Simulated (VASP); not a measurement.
# Sc (Fm-3m) in VASP: settings compared, part 2 of 2

VASP 6.6.1. Earlier steps stand in the parts before.

**6. Single point, r2SCAN**

This run uses another cell than the first one, of 25.19 Å³/atom.

POSCAR

```
Sc
1.0
    0.0000000000      2.3265189853      2.3265189853
    2.3265189853      0.0000000000      2.3265189853
    2.3265189853      2.3265189853      0.0000000000
Sc
1
Direct
    0.0000000000      0.0000000000      0.0000000000
```

INCAR.step1

```
PREC     = Accurate       # precision mode
ENCUT    = 520            # plane-wave cutoff, eV
ISMEAR   = -1             # smearing method
SIGMA    = 0.1            # smearing width, eV
LREAL    = F              # projectors in reciprocal space
LASPH    = T              # aspherical terms in the spheres
NELM     = 80             # most SCF steps
NBANDS   = 12             # bands
GGA      = PE             # functional
ALGO     = Normal         # electronic algorithm
EDIFF    = 1E-4           # SCF threshold, eV
LWAVE    = T              # write WAVECAR
LCHARG   = F              # write CHGCAR
```

INCAR.step2

```
PREC     = Accurate       # precision mode
ENCUT    = 520            # plane-wave cutoff, eV
EDIFF    = 1E-6           # SCF threshold, eV
ISMEAR   = -1             # smearing method
SIGMA    = 0.1            # smearing width, eV
LREAL    = F              # projectors in reciprocal space
LASPH    = T              # aspherical terms in the spheres
NELM     = 80             # most SCF steps
ALGO     = Normal         # electronic algorithm
ISIF     = 2              # what is computed and relaxed
LWAVE    = F              # write WAVECAR
LCHARG   = T              # write CHGCAR
METAGGA  = R2SCAN         # meta-GGA
LMIXTAU  = T            
LELF     = T              # ELF
LVHAR    = T            
NBANDS   = 12             # bands
ISTART   = 1
```

KPOINTS

```
Automatic mesh
0
Gamma
  6 6 6
```

Potentials or basis: VASP PAW PBE potentials, release 64 (Sc_sv).

Started as:

```bash
$ cat potpaw_PBE.64/Sc_sv/POTCAR > POTCAR
$ cp INCAR.step1 INCAR
$ mpirun -np 1 vasp_std > vasp.out
$ cp INCAR.step2 INCAR
$ mpirun -np 1 vasp_std > vasp.out
```

Wall time 31 s (1 thread of Oxide Virtual Turin-like, shared host); peak memory 0.11 GiB.

It converged, with:

* Free energy: -11.3335 eV
* Pressure: 0.0 GPa
* Band gap on the k mesh: zero (an odd number of electrons rules out a gap without spin polarisation)

Levels at points of the mesh, in eV from the Fermi level:
| k point | band 3 | band 4 | band 5 | band 6 | band 7 | band 8 |
| --- | --- | --- | --- | --- | --- | --- |
| (0.00, 0.00, 0.00) | -29.05 | -29.05 | -5.52 | 1.78 | 1.78 | 1.78 |
| (0.50, 0.00, 0.00) | -29.10 | -29.10 | -1.80 | 0.02 | 1.66 | 1.66 |
| (0.50, 0.50, 0.00) | -29.18 | -29.18 | -1.53 | -0.54 | 1.80 | 4.08 |

Caveat: the k points lie up to 0.39 Å⁻¹ apart, too coarse for converged energies and pressures of a metal; the PAW data sets were made with another functional, which shifts forces and pressure a little.

**7. Single point, r2SCAN0**

This run uses another cell than the first one, of 25.19 Å³/atom.

POSCAR is that of step 6.

INCAR.step1

```
ALGO = Normal ; EDIFF = 1E-5
ENCUT = 520 ; GGA = PE
ISIF = 2 ; ISMEAR = -1
LASPH = True ; LCHARG = False
LREAL = False ; LWAVE = True
NBANDS = 12 ; NELM = 80
PREC = Accurate ; SIGMA = 0.1
```

INCAR.step2

```
AEXX = 0.25 ; ALGO = Normal
EDIFF = 1E-7 ; ENCUT = 520
ISIF = 2 ; ISMEAR = -1
ISTART = 1 ; LASPH = True
LCHARG = False ; LHFCALC = True
LMIXTAU = True ; LREAL = False
LWAVE = False ; METAGGA = R2SCAN
NBANDS = 12 ; NELM = 80
PREC = Accurate ; PRECFOCK = Normal
SIGMA = 0.1
```

KPOINTS

```
k-points
0
Gamma
  6 6 6
```

Potentials or basis: VASP PAW PBE potentials, release 64 (Sc_sv).

Started as:

```bash
$ cat potpaw_PBE.64/Sc_sv/POTCAR > POTCAR
$ cp INCAR.step1 INCAR
$ mpirun -np 1 vasp_std > vasp.out
$ cp INCAR.step2 INCAR
$ mpirun -np 1 vasp_std > vasp.out
```

OUTCAR:

```text
AEXX = 0.25
   EDIFF = 1E-7
   ENCUT = 520
   ISIF = 2
   ISMEAR = -1
   ISTART = 1
   LASPH = True
   LHFCALC = True
   LREAL = False
   METAGGA = R2SCAN
   NELM = 80
   PREC = Accurate
   PRECFOCK = Normal

 ion  position               nearest neighbor table
   1  0.000  0.000  0.000-

  LATTYP: Found a face centered cubic cell.
 ALAT       =     4.6530379706

  Lattice vectors:

 A1 = (   0.0000000000,   2.3265189853,   2.3265189853)
 A2 = (   2.3265189853,   0.0000000000,   2.3265189853)
 A3 = (   2.3265189853,   2.3265189853,   0.0000000000)

Analysis of symmetry for initial positions (statically):
=====================================================================
 Subroutine PRICEL returns:
 Original cell was already a primitive cell.

 Routine SETGRP: Setting up the symmetry group for a
 face centered cubic supercell.

 Subroutine GETGRP returns: Found 48 space group operations
 (whereof 48 operations were pure point group operations)
 out of a pool of 48 trial point group operations.

The static configuration has the point symmetry O_h .

Analysis of symmetry for dynamics (positions and initial velocities):
=====================================================================
 Subroutine PRICEL returns:
 Original cell was already a primitive cell.

 Routine SETGRP: Setting up the symmetry group for a
 face centered cubic supercell.

 Subroutine GETGRP returns: Found 48 space group operations
 (whereof 48 operations were pure point group operations)
 out of a pool of 48 trial point group operations.

The dynamic configuration has the point symmetry O_h .

 Subroutine INISYM returns: Found 48 space group operations
 (whereof 48 operations are pure point group operations),
 and found     1 'primitive' translations

----------------------------------------------------------------------------------------

                                     Primitive cell

  volume of cell :      25.1855

  direct lattice vectors                    reciprocal lattice vectors
     0.000000000  2.326518985  2.326518985    -0.214913355  0.214913355  0.214913355
     2.326518985  0.000000000  2.326518985     0.214913355 -0.214913355  0.214913355
     2.326518985  2.326518985  0.000000000     0.214913355  0.214913355 -0.214913355

  length of vectors
     3.290194702  3.290194702  3.290194702     0.372240850  0.372240850  0.372240850

  position of ions in fractional coordinates (direct lattice)
     0.000000000  0.000000000  0.000000000

  ion indices of the primitive-cell ions
   primitive index   ion index
                 1           1

----------------------------------------------------------------------------------------

 KPOINTS: k-points

Automatic generation of k-mesh.
 Grid dimensions read from file:
 generate k-points for:    6    6    6

 Generating k-lattice:

  Cartesian coordinates                     Fractional coordinates (reciprocal lattice)
    -0.035818892  0.035818892  0.035818892     0.166666667  0.000000000  0.000000000
     0.035818892 -0.035818892  0.035818892     0.000000000  0.166666667  0.000000000
     0.035818892  0.035818892 -0.035818892     0.000000000  0.000000000  0.166666667

  Length of vectors
     0.062040142  0.062040142  0.062040142

[... 31 lines left out ...]
   ions per type =               1
   NGX,Y,Z   is equivalent  to a cutoff of  12.13, 12.13, 12.13 a.u.
   NGXF,Y,Z  is equivalent  to a cutoff of  24.25, 24.25, 24.25 a.u.
 SYSTEM =  unknown system
   PREC   = accura    normal or accurate (medium, high low for compatibility)
   ISTART =      1    job   : 0-new  1-cont  2-samecut
   ICHARG =      0    charge: 1-file 2-atom 10-const
   ISPIN  =      1    spin polarized calculation?
   LNONCOLLINEAR =      F non collinear calculations
   LSORBIT =      F    spin-orbit coupling
   LASPH  =      T    aspherical Exc in radial PAW
   ENCUT  =  520.0 eV  38.22 Ry    6.18 a.u.   6.12  6.12  6.12*2*pi/ulx,y,z
   NELM   =     80;   NELMIN=  2; NELMDL=  0     # of ELM steps
   EDIFF  = 0.1E-06   stopping-criterion for ELM
   LREAL  =      F    real-space projection
   EDIFFG = 0.1E-05   stopping-criterion for IOM
   NSW    =      0    number of steps for IOM
   IBRION =     -1    ionic relax: 0-MD 1-quasi-New 2-CG
   NFREE  =      0    steps in history (QN), initial steepest desc. (CG)
   ISIF   =      2    stress and relaxation
   ISYM   =      3    0-nonsym 1-usesym 2-fastsym
   POTIM  = 0.5000    time-step for ionic-motion
   TEBEG  =    0.0;   TEEND  =   0.0 temperature during run
   PSTRESS=    0.0 pullay stress
   NELECT =      11.0000    total number of electrons
   NUPDOWN=      -1.0000    fix difference up-down
   EMIN   =  10.00;   EMAX   =-10.00  energy-range for DOS
   EFERMI =   0.00;   METHOD = LEGACY
   ISMEAR =    -1;   SIGMA  =   0.10  broadening in eV -4-tet -1-fermi 0-gaus
   EFERMI_NEDOS =   21; number of points for ismear=-14 and -15
   IALGO  =     38    algorithm
   IMIX   =      1    mixing-type and parameters
     AMIX     =   0.40;   BMIX     =  1.00
     AMIX_MAG =   1.60;   BMIX_MAG =  1.00
  volume/ion in A,a.u.               =      25.19       169.96
  Fermi-wavevector in a.u.,A,eV,Ry     =   1.242098  2.347224 20.991163  1.542807
  Thomas-Fermi vector in A             =   2.376467
   LORBIT       =      0    0 simple, 1 ext, 2 COOP (PROOUT), +10 PAW based schemes
   METAGGA = R2SCAN    functional components
   LHFCALC =     T    Hartree Fock is set to
   PRECFOCK=normal    Normal, Fast or Accurate (Low or Medium for compatibility)
   ENCUT4O =  -1.0   cutoff for four orbital integrals eV
   NKREDX  =     1    reduce k-point grid by
   NKREDY  =     1    reduce k-point grid by
   NKREDZ  =     1    reduce k-point grid by
   AEXX    =    0.2500 exact exchange contribution
   HFSCREEN=    0.0000 screening length (either q_TF or 0.3 A-1)
   HFSCREENC=   0.0000 screening length for correlation (either q_TF or 0.3 A-1)
   ENCUTFOCK=  -1.0 apply spherical cutoff to Coloumb kernel
   IVDW    =     0    specifies the selected vdW correction
   LEPSILON=     F    determine dielectric tensor
   LRPA    =     F    only Hartree local field effects (RPA)
 non-spin polarized calculation
  energy-cutoff  :      520.00
  volume of cell :       25.19
 maximum number of plane-waves:       700
  NGX = 20; NGY = 20; NGZ = 20

 number of electron      11.0000003 magnetization

 Free energy of the ion-electron system (eV)
  ---------------------------------------------------
  ext. energy  EPLUGINS =         0.00000000
  ---------------------------------------------------
  free energy    TOTEN  =       -12.08804487 eV

  energy without entropy =      -12.07960676  energy(sigma->0) =      -12.08382582

 E-fermi :   3.8661     XC(G=0):  -8.1946

 val. band max:        3.7775032799   @ k =   0.3333   0.3333   0.0000
 cond. band min:       4.2256334416   @ k =  -0.3333   0.1667   0.0000
 fundamental gap:      0.4481301617
 Fermi energy:         3.8661097130

 k-point     1 :       0.0000    0.0000    0.0000
  band No.  band energies     occupation
      1     -52.0382      2.00000
      2     -28.1940      2.00000
      3     -28.1940      2.00000
      4     -28.1940      2.00000
      5      -3.2358      2.00000
      6       6.5702      0.00000
      7       6.5703      0.00000
      8       6.5703      0.00000
      9       8.1633      0.00000
     10       8.1633      0.00000
     11      17.5075      0.00000
     12      21.0146      0.00000
[... 211 lines left out ...]
 k-point    16 :      -0.3333    0.5000    0.1667
  band No.  band energies     occupation
      1     -51.9600      2.00000
      2     -28.5137      2.00000
      3     -28.3951      2.00000
      4     -28.3398      2.00000
      5       2.3195      2.00000
      6       3.2705      1.99483
      7       4.9342      0.00005
      8       7.8789      0.00000
      9       9.3323      0.00000
     10      10.6570      0.00000
     11      12.7685      0.00000
     12      12.9252      0.00000

------------------------ aborting loop because EDIFF is reached ----------------------------------------

  FORCE on cell =-STRESS in cart. coord.  units (eV):
  Direction    XX          YY          ZZ          XY          YZ          ZX
  --------------------------------------------------------------------------------------
  -------------------------------------------------------------------------------------
  Total        0.0912910      0.0912910      0.0912910      0.0000000      0.0000000      0.0000000
  in kB        5.8074943      5.8074943      5.8074943      0.0000000      0.0000000      0.0000000
  external PRESSURE =       5.8074943 kB  Pullay stress =       0.0000000 kB

 VOLUME and BASIS-vectors are now :
 -----------------------------------------------------------------------------
  energy-cutoff  :      520.00
  volume of cell :       25.19
      direct lattice vectors                 reciprocal lattice vectors
     0.000000000  2.326518985  2.326518985    -0.214913355  0.214913355  0.214913355
     2.326518985  0.000000000  2.326518985     0.214913355 -0.214913355  0.214913355
     2.326518985  2.326518985  0.000000000     0.214913355  0.214913355 -0.214913355

 POSITION                                       TOTAL-FORCE (eV/Angst)
 -----------------------------------------------------------------------------------
      0.00000      0.00000      0.00000         0.000000      0.000000      0.000000
 -----------------------------------------------------------------------------------
    total drift:                               -0.000000      0.000000     -0.000000

  FREE ENERGIE OF THE ION-ELECTRON SYSTEM (eV)
  ---------------------------------------------------
  free  energy   TOTEN  =       -12.0880448747 eV

  energy  without entropy=      -12.0796067568  energy(sigma->0) =      -12.08382582
```

It took 36 min on 1 thread of Oxide Virtual Turin-like, shared host; peak memory 0.13 GiB.

What came out:

```yaml
Free_energy: -12.0880 eV
Pressure: 0.6 GPa
Band_gap_on_the_k_mesh: zero (an odd number of electrons rules out a gap without spin polarisation)
```

Caveat: the k points lie up to 0.39 Å⁻¹ apart, too coarse for converged energies and pressures of a metal; the PAW data sets were made with another functional, which shifts forces and pressure a little.

**8. Summary**

| task | level | spin | cell | k mesh | cutoff (eV) | grid for exact exchange (PRECFOCK) | share of exact exchange | gap on the mesh (eV) | pressure (GPa) |
| --- | --- | --- | --- | --- | --- | --- | --- | --- | --- |
| single point | r2SCAN | off | a = 3.417 Å, angles 60.0°, 1 atom | 13 × 13 × 13 | 520 | - | - | none | -5.0 |
| single point | r2SCAN | off | a = 3.290 Å, angles 60.0°, 1 atom | 19 × 19 × 19 | 520 | - | - | none | 0.1 |
| relaxation of cell and atoms | r2SCAN | off | relaxed from a = 3.282 Å, angles 60.0°, 1 atom | 12 × 12 × 12 | 600 | - | - | none | 0.0 |
| single point | r2SCAN | non-collinear, zero start, SOC | a = 3.290 Å, angles 60.0°, 1 atom | 12 × 12 × 12 | 520 | - | - | - | 0.1 |
| single point | r2SCAN | off | a = 3.290 Å, angles 60.0°, 1 atom | 6 × 6 × 6 | 520 | - | - | none | 0.0 |
| single point | r2SCAN0 | off | a = 3.290 Å, angles 60.0°, 1 atom | 6 × 6 × 6 | 520 | Normal | 0.25 | none | 0.6 |

Alike in all rows: potentials or basis VASP PAW PBE potentials, release 64 (Sc_sv); smearing fermi-dirac 0.1 eV.

Caveats: some runs use coarse meshes; the PAW data sets were made with another functional, which shifts forces and pressure a little; the cell stands under tension (at least some runs).

Total energies depend on the potentials used, so only differences within one code and one set of settings carry meaning.

The gap in the log of VASP goes by the Fermi energy; the results here count the filled bands.